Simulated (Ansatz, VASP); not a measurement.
Ba3Re in VASP and in Ansatz

```
Ba Re
1.0
     5.18769    0.00000    0.00000
     0.00000    5.18769    0.00000
     0.00000    0.00000    5.18769
Ba Re
3 1
Direct
  0.00000 0.50000 0.50000
  0.50000 0.00000 0.50000
  0.50000 0.50000 0.00000
  0.00000 0.00000 0.00000
```

Alike in both runs: functional PBE; k mesh 10 × 10 × 10; occupations gaussian, width 0.1 eV; no spin polarisation.

Ansatz relaxed the structure, and its values are those at the end. VASP's run is a single point on that final structure, the one shown.

```csv
,VASP,Ansatz
version,VASP 6.6.1,Ansatz 0.2.0
potentials or method,"VASP PAW PBE potentials, release 64 (Ba_sv, Re), cutoff 520 eV","scalar-relativistic, plane waves, PAW"
valence electrons in the cell,37,45
```

Ansatz gave:

| Item | Value |
| --- | --- |
| gap on the k mesh at the Fermi level (eV) | none |
| pressure (GPa) | 0.0 |

Problem. What did VASP give for the same quantities?

Solution. gap on the k mesh at the Fermi level (eV): none; pressure (GPa): 0.9.

A gap of «none» marks a metal or a gap that the smearing closes. VASP's potentials hold 37 valence electrons a cell and Ansatz's 45, so a difference there can come from the potentials and not from the codes.

Neither program's run includes spin-orbit coupling.
